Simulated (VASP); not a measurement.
# Mo in VASP: a series of runs

Mo is run at these levels: PBE; tasks: single point.

Everything below comes from runs of VASP 6.6.1. Logs are shortened: lines on timing, memory, paths and dates and some standing lists are left out, and cuts for length are marked.

## Step 1: The cell of the first run

The cell holds a slab with vacuum, 8 atoms: a = 3.160 Å, b = 3.160 Å, c = 26.062 Å, α = 90.00°, β = 90.00°, γ = 90.00°.

## Step 2: Single point, PBE

Input file INCAR:

```
SYSTEM = Mo
ALGO = Fast
DIPOL = 0.5 0.5 0.500
EDIFF = 1E-6
ENCUT = 520
GGA = PE
IDIPOL = 3
ISIF = 2
ISMEAR = 0
LASPH = .TRUE.
LCHARG = .FALSE.
LDIPOL = .TRUE.
LREAL = .FALSE.
LWAVE = .FALSE.
NBANDS = 66
NELM = 100
PREC = Accurate
SIGMA = 0.1
```

Input file KPOINTS:

```
k-points
0
G
  11 11 1
  0 0 0
```

Input file POSCAR:

```
Mo
1.0
    3.1604388711      0.0000000000      0.0000000000
    0.0000000000      3.1604388711      0.0000000000
    0.0000000000      0.0000000000     26.0615360489
Mo
8
Direct
    0.5000000000      0.5000000000      0.2877804281
    0.0000000000      0.0000000000      0.3484145915
    0.5000000000      0.5000000000      0.4090487549
    0.0000000000      0.0000000000      0.4696829183
    0.5000000000      0.5000000000      0.5303170817
    0.0000000000      0.0000000000      0.5909512451
    0.5000000000      0.5000000000      0.6515854085
    0.0000000000      0.0000000000      0.7122195719
```

Potentials or basis: VASP PAW PBE potentials, release 64 (Mo_sv).

The run is started by

```console
cat potpaw_PBE.64/Mo_sv/POTCAR > POTCAR
mpirun -np 1 vasp_std > vasp.out
```

OUTCAR:

```text
SYSTEM = Mo
   EDIFF = 1E-6
   ENCUT = 520
   GGA = PE
   ISIF = 2
   ISMEAR = 0
   LASPH = .TRUE.
   LREAL = .FALSE.
   NELM = 100
   PREC = Accurate

 ion  position               nearest neighbor table
   1  0.500  0.500  0.288-   2 2.74   2 2.74   2 2.74   2 2.74   3 3.16
   2  0.000  0.000  0.348-   3 2.74   3 2.74   3 2.74   3 2.74   1 2.74   1 2.74   1 2.74   1 2.74
                             4 3.16
   3  0.500  0.500  0.409-   2 2.74   2 2.74   2 2.74   2 2.74   4 2.74   4 2.74   4 2.74   4 2.74
                             1 3.16   5 3.16
   4  0.000  0.000  0.470-   5 2.74   5 2.74   5 2.74   5 2.74   3 2.74   3 2.74   3 2.74   3 2.74
                             2 3.16   6 3.16
   5  0.500  0.500  0.530-   4 2.74   4 2.74   4 2.74   4 2.74   6 2.74   6 2.74   6 2.74   6 2.74
                             3 3.16   7 3.16
   6  0.000  0.000  0.591-   7 2.74   7 2.74   7 2.74   7 2.74   5 2.74   5 2.74   5 2.74   5 2.74
                             4 3.16   8 3.16
   7  0.500  0.500  0.652-   6 2.74   6 2.74   6 2.74   6 2.74   8 2.74   8 2.74   8 2.74   8 2.74
                             5 3.16
   8  0.000  0.000  0.712-   7 2.74   7 2.74   7 2.74   7 2.74   6 3.16

  LATTYP: Found a simple tetragonal cell.
 ALAT       =     3.1604388711
 C/A-ratio  =     8.2461762786

  Lattice vectors:

 A1 = (   3.1604388711,   0.0000000000,   0.0000000000)
 A2 = (   0.0000000000,   3.1604388711,   0.0000000000)
 A3 = (   0.0000000000,   0.0000000000,  26.0615360489)

Analysis of symmetry for initial positions (statically):
=====================================================================
 Subroutine PRICEL returns:
 Original cell was already a primitive cell.

 Routine SETGRP: Setting up the symmetry group for a
 simple tetragonal supercell.

 Subroutine GETGRP returns: Found 16 space group operations
 (whereof  8 operations were pure point group operations)
 out of a pool of 16 trial point group operations.

The static configuration has the point symmetry C_4v.
 The point group associated with its full space group is D_4h.

Analysis of symmetry for dynamics (positions and initial velocities):
=====================================================================
 Subroutine PRICEL returns:
 Original cell was already a primitive cell.

 Routine SETGRP: Setting up the symmetry group for a
 simple tetragonal supercell.

 Subroutine GETGRP returns: Found 16 space group operations
 (whereof  8 operations were pure point group operations)
 out of a pool of 16 trial point group operations.

The dynamic configuration has the point symmetry C_4v.
 The point group associated with its full space group is D_4h.

 Subroutine INISYM returns: Found 16 space group operations
 (whereof  8 operations are pure point group operations),
 and found     1 'primitive' translations

----------------------------------------------------------------------------------------

                                     Primitive cell

  volume of cell :     260.3124

  direct lattice vectors                    reciprocal lattice vectors
     3.160438871  0.000000000  0.000000000     0.316411752  0.000000000  0.000000000
     0.000000000  3.160438871  0.000000000     0.000000000  0.316411752  0.000000000
     0.000000000  0.000000000 26.061536049     0.000000000  0.000000000  0.038370724

  length of vectors
     3.160438871  3.160438871 26.061536049     0.316411752  0.316411752  0.038370724

  position of ions in fractional coordinates (direct lattice)
     0.500000000  0.500000000  0.287780428
     0.000000000  0.000000000  0.348414592
     0.500000000  0.500000000  0.409048755
     0.000000000  0.000000000  0.469682918
     0.500000000  0.500000000  0.530317082
     0.000000000  0.000000000  0.590951245
     0.500000000  0.500000000  0.651585408
     0.000000000  0.000000000  0.712219572

  ion indices of the primitive-cell ions
   primitive index   ion index
                 1           1
                 2           2
                 3           3
                 4           4
                 5           5
                 6           6
                 7           7
                 8           8

----------------------------------------------------------------------------------------

 KPOINTS: k-points

Automatic generation of k-mesh.
 Grid dimensions read from file:
 generate k-points for:   11   11    1

 Generating k-lattice:

  Cartesian coordinates                     Fractional coordinates (reciprocal lattice)
     0.028764705  0.000000000  0.000000000     0.090909091  0.000000000  0.000000000
     0.000000000  0.028764705  0.000000000     0.000000000  0.090909091  0.000000000
     0.000000000  0.000000000  0.038370724     0.000000000  0.000000000  1.000000000

  Length of vectors
     0.028764705  0.028764705  0.038370724

  Shift w.r.t. Gamma in fractional coordinates (k-lattice)
     0.000000000  0.000000000  0.000000000

 Subroutine IBZKPT returns following result:
 ===========================================

 Found     21 irreducible k-points:

 Following reciprocal coordinates:
            Coordinates               Weight
  0.000000  0.000000  0.000000      1.000000
  0.090909  0.000000  0.000000      4.000000
  0.181818  0.000000  0.000000      4.000000
  0.272727  0.000000  0.000000      4.000000
  0.363636  0.000000  0.000000      4.000000
  0.454545  0.000000  0.000000      4.000000
[... 13 lines left out ...]
  0.454545  0.363636  0.000000      8.000000
  0.454545  0.454545  0.000000      4.000000
   k-points           NKPTS =     21   k-points in BZ     NKDIM =     21   number of bands    NBANDS=     66
   number of dos      NEDOS =    301   number of ions     NIONS =      8
   total plane-waves  NPLWV = 112896
   dimension x,y,z NGX =    24 NGY =   24 NGZ =  196
   dimension x,y,z NGXF=    48 NGYF=   48 NGZF=  392
   ions per type =               8
   NGX,Y,Z   is equivalent  to a cutoff of  12.62, 12.62, 12.50 a.u.
   NGXF,Y,Z  is equivalent  to a cutoff of  25.25, 25.25, 25.01 a.u.
 SYSTEM =  Mo
   PREC   = accura    normal or accurate (medium, high low for compatibility)
   ISTART =      0    job   : 0-new  1-cont  2-samecut
   ICHARG =      2    charge: 1-file 2-atom 10-const
   ISPIN  =      1    spin polarized calculation?
   LNONCOLLINEAR =      F non collinear calculations
   LSORBIT =      F    spin-orbit coupling
   LASPH  =      T    aspherical Exc in radial PAW
   ENCUT  =  520.0 eV  38.22 Ry    6.18 a.u.   5.88  5.88 48.46*2*pi/ulx,y,z
   NELM   =    100;   NELMIN=  2; NELMDL= -5     # of ELM steps
   EDIFF  = 0.1E-05   stopping-criterion for ELM
   LREAL  =      F    real-space projection
   EDIFFG = 0.1E-04   stopping-criterion for IOM
   NSW    =      0    number of steps for IOM
   IBRION =     -1    ionic relax: 0-MD 1-quasi-New 2-CG
   NFREE  =      0    steps in history (QN), initial steepest desc. (CG)
   ISIF   =      2    stress and relaxation
   ISYM   =      2    0-nonsym 1-usesym 2-fastsym
   POTIM  = 0.5000    time-step for ionic-motion
   TEBEG  =    0.0;   TEEND  =   0.0 temperature during run
   PSTRESS=    0.0 pullay stress
   NELECT =     112.0000    total number of electrons
   NUPDOWN=      -1.0000    fix difference up-down
   EMIN   =  10.00;   EMAX   =-10.00  energy-range for DOS
   EFERMI =   0.00;   METHOD = LEGACY
   ISMEAR =     0;   SIGMA  =   0.10  broadening in eV -4-tet -1-fermi 0-gaus
   EFERMI_NEDOS =   21; number of points for ismear=-14 and -15
   IALGO  =     68    algorithm
   IMIX   =      4    mixing-type and parameters
     AMIX     =   0.40;   BMIX     =  1.00
     AMIX_MAG =   1.60;   BMIX_MAG =  1.00
  volume/ion in A,a.u.               =      32.54       219.58
  Fermi-wavevector in a.u.,A,eV,Ry     =   1.235898  2.335508 20.782130  1.527443
  Thomas-Fermi vector in A             =   2.370529
   LORBIT       =      0    0 simple, 1 ext, 2 COOP (PROOUT), +10 PAW based schemes
   GGA     = PE    functional components
   LHFCALC =     F    Hartree Fock is set to
   AEXX    =    0.0000 exact exchange contribution
   IVDW    =     0    specifies the selected vdW correction
   LEPSILON=     F    determine dielectric tensor
   LRPA    =     F    only Hartree local field effects (RPA)
 non-spin polarized calculation
 RMM-DIIS sequential band-by-band and
 Gauss-broadening in eV      SIGMA  =   0.10
  energy-cutoff  :      520.00
  volume of cell :      260.31
 maximum number of plane-waves:      7086
 NGX is ok and might be reduce to    24
   NGX = 11   NGY = 11   NGZ = 97

 dipolmoment           0.000000      0.000000     -0.000000 electrons x Angstroem

 number of electron     112.0000012 magnetization

 dipolmoment           0.000000      0.000000      0.000000 electrons x Angstroem

 Free energy of the ion-electron system (eV)
  ---------------------------------------------------
  ext. energy  EPLUGINS =         0.00000000
  ---------------------------------------------------
  free energy    TOTEN  =       -83.17474593 eV

  energy without entropy =      -83.13156432  energy(sigma->0) =      -83.15315512

 E-fermi :   4.0477     XC(G=0):  -7.3932

 val. band max:        4.0420625054   @ k =   0.3636   0.2727   0.0000
 cond. band min:       4.0505694563   @ k =   0.0909   0.0000   0.0000
 fundamental gap:      0.0085069509
 Fermi energy:         4.0476869318

 k-point     1 :       0.0000    0.0000    0.0000
  band No.  band energies     occupation
      1     -57.1579      2.00000
      2     -57.0913      2.00000
      3     -56.9782      2.00000
      4     -56.8821      2.00000
      5     -56.8236      2.00000
      6     -56.7697      2.00000
[... 58 lines left out ...]
     65       5.3093      0.00000
     66       5.4739      0.00000

 k-point     2 :       0.0909    0.0000    0.0000
  band No.  band energies     occupation
      1     -57.1486      2.00000
      2     -57.0842      2.00000
      3     -56.9739      2.00000
      4     -56.8802      2.00000
      5     -56.8250      2.00000
      6     -56.7751      2.00000
[... 58 lines left out ...]
     65       5.2223      0.00000
     66       5.5167      0.00000

 k-point     3 :       0.1818    0.0000    0.0000
  band No.  band energies     occupation
      1     -57.1218      2.00000
      2     -57.0638      2.00000
      3     -56.9620      2.00000
      4     -56.8754      2.00000
      5     -56.8296      2.00000
      6     -56.7916      2.00000
[... 1231 lines left out ...]
     65       6.4163      0.00000
     66       6.5053      0.00000

 k-point    21 :       0.4545    0.4545    0.0000
  band No.  band energies     occupation
      1     -56.9459      2.00000
      2     -56.9446      2.00000
      3     -56.9107      2.00000
      4     -56.9077      2.00000
      5     -56.8369      2.00000
      6     -56.8369      2.00000
[... 58 lines left out ...]
     65       6.4763      0.00000
     66       6.4996      0.00000

------------------------ aborting loop because EDIFF is reached ----------------------------------------

 vacuum level on the upper side and lower side of the slab       (xc-potential included)        -0.179        -0.179

  FORCE on cell =-STRESS in cart. coord.  units (eV):
  Direction    XX          YY          ZZ          XY          YZ          ZX
  --------------------------------------------------------------------------------------
  -------------------------------------------------------------------------------------
  Total       -7.1409307     -7.1409307     -5.3497205      0.0000000      0.0000000     -0.0000000
  in kB      -43.9511866    -43.9511866    -32.9265993      0.0000000      0.0000000     -0.0000000
  external PRESSURE =     -40.2763242 kB  Pullay stress =       0.0000000 kB

 VOLUME and BASIS-vectors are now :
 -----------------------------------------------------------------------------
  energy-cutoff  :      520.00
  volume of cell :      260.31
      direct lattice vectors                 reciprocal lattice vectors
     3.160438871  0.000000000  0.000000000     0.316411752  0.000000000  0.000000000
     0.000000000  3.160438871  0.000000000     0.000000000  0.316411752  0.000000000
     0.000000000  0.000000000 26.061536049     0.000000000  0.000000000  0.038370724

 POSITION                                       TOTAL-FORCE (eV/Angst)
 -----------------------------------------------------------------------------------
      1.58022      1.58022      7.50000         0.000000     -0.000000      1.591431
      0.00000      0.00000      9.08022        -0.000000      0.000000     -1.535398
      1.58022      1.58022     10.66044        -0.000000     -0.000000      0.032946
      0.00000      0.00000     12.24066        -0.000000      0.000000     -0.205918
      1.58022      1.58022     13.82088        -0.000000     -0.000000      0.205918
      0.00000      0.00000     15.40110        -0.000000      0.000000     -0.032946
      1.58022      1.58022     16.98132        -0.000000      0.000000      1.535398
      0.00000      0.00000     18.56154        -0.000000     -0.000000     -1.591431
 -----------------------------------------------------------------------------------
    total drift:                                0.000000     -0.000000      0.000000

  FREE ENERGIE OF THE ION-ELECTRON SYSTEM (eV)
  ---------------------------------------------------
  free  energy   TOTEN  =       -83.1747459332 eV

  energy  without entropy=      -83.1315643156  energy(sigma->0) =      -83.15315512

 vacuum level on the upper side and lower side of the slab         7.801         7.801
```

It took 8.4 min on 1 thread of AMD EPYC 9R45 (Zen 5), shared host; peak memory 0.42 GiB.

What came out:

```yaml
Free_energy: -83.1747 eV
Largest_force: 1.591 eV/Å
Band_gap_on_the_k_mesh: zero (bands 56 and 57 overlap by 1.74 eV)
```

Forces in eV/Å, atoms in the order of the input:
```
Mo   0.000  0.000  1.591
Mo   0.000  0.000 -1.535
Mo   0.000  0.000  0.033
Mo   0.000  0.000 -0.206
Mo   0.000  0.000  0.206
Mo   0.000  0.000 -0.033
Mo   0.000  0.000  1.535
Mo   0.000  0.000 -1.591
```

## Step 3: Single point, PBE

Input file INCAR:

```
PREC = Accurate ; ENCUT = 520
EDIFF = 1E-6 ; ISMEAR = 0
SIGMA = 0.1 ; LREAL = False
LASPH = True ; NELM = 80
ALGO = Fast ; ISIF = 2
LWAVE = False ; LCHARG = False
LDIPOL = True ; IDIPOL = 3
DIPOL = 0.5 0.5 0.500 ; GGA = PE
NBANDS = 66
```

Input file KPOINTS:

```
Automatic mesh
0
Gamma
  11 11 1
```

Input file POSCAR:

```
Mo
1.0
    3.1604388711      0.0000000000      0.0000000000
    0.0000000000      3.1604388711      0.0000000000
    0.0000000000      0.0000000000     26.0615360489
Mo
8
Direct
    0.5000000000      0.5000000000      0.2942954980
    0.0000000000      0.0000000000      0.3467156403
    0.5000000000      0.5000000000      0.4105234288
    0.0000000000      0.0000000000      0.4685166007
    0.5000000000      0.5000000000      0.5314833968
    0.0000000000      0.0000000000      0.5894765677
    0.5000000000      0.5000000000      0.6532843615
    0.0000000000      0.0000000000      0.7057045061
```

Potentials or basis: VASP PAW PBE potentials, release 64 (Mo_sv).

The run is started by

```console
cat potpaw_PBE.64/Mo_sv/POTCAR > POTCAR
mpirun -np 1 vasp_std > vasp.out
```

OUTCAR:

```text
PREC = Accurate
   ENCUT = 520
   EDIFF = 1E-6
   ISMEAR = 0
   LREAL = False
   LASPH = True
   NELM = 80
   ISIF = 2
   GGA = PE

 ion  position               nearest neighbor table
   1  0.500  0.500  0.294-   2 2.62   2 2.62   2 2.62   2 2.62   3 3.03
   2  0.000  0.000  0.347-   1 2.62   1 2.62   1 2.62   1 2.62   3 2.79   3 2.79   3 2.79   3 2.79
                             4 3.17
   3  0.500  0.500  0.411-   4 2.70   4 2.70   4 2.70   4 2.70   2 2.79   2 2.79   2 2.79   2 2.79
                             1 3.03   5 3.15
   4  0.000  0.000  0.469-   3 2.70   3 2.70   3 2.70   3 2.70   5 2.77   5 2.77   5 2.77   5 2.77
                             6 3.15   2 3.17
   5  0.500  0.500  0.531-   6 2.70   6 2.70   6 2.70   6 2.70   4 2.77   4 2.77   4 2.77   4 2.77
                             3 3.15   7 3.17
   6  0.000  0.000  0.589-   5 2.70   5 2.70   5 2.70   5 2.70   7 2.79   7 2.79   7 2.79   7 2.79
                             8 3.03   4 3.15
   7  0.500  0.500  0.653-   8 2.62   8 2.62   8 2.62   8 2.62   6 2.79   6 2.79   6 2.79   6 2.79
                             5 3.17
   8  0.000  0.000  0.706-   7 2.62   7 2.62   7 2.62   7 2.62   6 3.03

  LATTYP: Found a simple tetragonal cell.
 ALAT       =     3.1604388711
 C/A-ratio  =     8.2461762786

  Lattice vectors:

[... 1649 lines left out ...]

------------------------ aborting loop because EDIFF is reached ----------------------------------------

 vacuum level on the upper side and lower side of the slab       (xc-potential included)        -0.168        -0.168

  FORCE on cell =-STRESS in cart. coord.  units (eV):
  Direction    XX          YY          ZZ          XY          YZ          ZX
  --------------------------------------------------------------------------------------
  -------------------------------------------------------------------------------------
  Total       -2.5081065     -2.5081065      0.3194387      0.0000000      0.0000000      0.0000000
  in kB      -15.4369594    -15.4369594      1.9660897      0.0000000      0.0000000      0.0000000
  external PRESSURE =      -9.6359431 kB  Pullay stress =       0.0000000 kB

 VOLUME and BASIS-vectors are now :
 -----------------------------------------------------------------------------
  energy-cutoff  :      520.00
  volume of cell :      260.31
      direct lattice vectors                 reciprocal lattice vectors
     3.160438871  0.000000000  0.000000000     0.316411752  0.000000000  0.000000000
     0.000000000  3.160438871  0.000000000     0.000000000  0.316411752  0.000000000
     0.000000000  0.000000000 26.061536049     0.000000000  0.000000000  0.038370724

 POSITION                                       TOTAL-FORCE (eV/Angst)
 -----------------------------------------------------------------------------------
      1.58022      1.58022      7.66979         0.000000      0.000000     -0.039808
      0.00000      0.00000      9.03594         0.000000     -0.000000      0.007164
      1.58022      1.58022     10.69887         0.000000      0.000000     -0.003341
      0.00000      0.00000     12.21026         0.000000     -0.000000      0.015380
      1.58022      1.58022     13.85127        -0.000000      0.000000     -0.015380
      0.00000      0.00000     15.36266         0.000000     -0.000000      0.003341
      1.58022      1.58022     17.02559         0.000000     -0.000000     -0.007164
      0.00000      0.00000     18.39174         0.000000     -0.000000      0.039808
 -----------------------------------------------------------------------------------
    total drift:                                0.000000     -0.000000      0.001534

  FREE ENERGIE OF THE ION-ELECTRON SYSTEM (eV)
  ---------------------------------------------------
  free  energy   TOTEN  =       -83.5592691746 eV

  energy  without entropy=      -83.5328689761  energy(sigma->0) =      -83.54606908

 vacuum level on the upper side and lower side of the slab         7.746         7.746
```

Run time: 7.7 min. Hardware: 1 thread of AMD EPYC 9R45 (Zen 5), shared host; peak memory 0.41 GiB.

Results:

```
Free energy            : -83.5593 eV
Largest force          : 0.040 eV/Å
Band gap on the k mesh : zero (bands 56 and 57 overlap by 1.65 eV)
```

Forces on the atoms (eV/Å):
```
Mo   0.000  0.000 -0.040
Mo   0.000  0.000  0.007
Mo   0.000  0.000 -0.003
Mo   0.000  0.000  0.015
Mo   0.000  0.000 -0.015
Mo   0.000  0.000  0.003
Mo   0.000  0.000 -0.007
Mo   0.000  0.000  0.040
```

Levels at points of the mesh, in eV from the Fermi level:
```csv
k point,band 54,band 55,band 56,band 57,band 58,band 59,band 60,band 61
"(0.00, 0.00, 0.00)",-0.40,-0.37,-0.37,-0.05,-0.02,-0.01,0.21,0.21
```
